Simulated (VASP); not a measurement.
Runs of VASP 6.6.1 on Hf. The structure is that of space group P6_3/mmc (No. 194), or close to it. The cells are those of the table. 

```csv
cell,gap on the mesh (eV),pressure (GPa)
"a = 2.506, b = 2.506, c = 4.371 Å, angles 90.0, 90.0, 120.0°, 2 atoms",none,182.2
"a = 2.345, b = 2.345, c = 4.085 Å, angles 90.0, 90.0, 120.0°, 2 atoms",none,362.6
"a = 2.913, b = 2.913, c = 4.704 Å, angles 90.0, 90.0, 120.0°, 2 atoms",none,36.1
"a = 3.019, b = 3.019, c = 4.819 Å, angles 90.0, 90.0, 120.0°, 2 atoms",none,17.6
"a = 2.664, b = 2.664, c = 4.501 Å, angles 90.0, 90.0, 120.0°, 2 atoms",none,(b)
"a = 2.793, b = 2.793, c = 4.605 Å, angles 90.0, 90.0, 120.0°, 2 atoms",none,(a)
```

Alike in all rows: task single point; level PBEsol; potentials or basis VASP PAW PBE potentials, release 64 (Hf_pv); no spin polarisation; k mesh 14 × 14 × 8; cutoff (eV) 520; smearing fermi-dirac 0.08 eV.

Q: Estimate the missing entries.

A: (a) 63.0; (b) 104.1.

Caveats: the PAW data sets were made with another functional, which shifts forces and pressure a little; spin-orbit coupling is left out, which moves the levels of the heavy elements.

A k mesh can miss the band edges, and the runs leave out spin-orbit coupling on Hf.

A gap of «none» marks levels without a gap at the run's occupations.
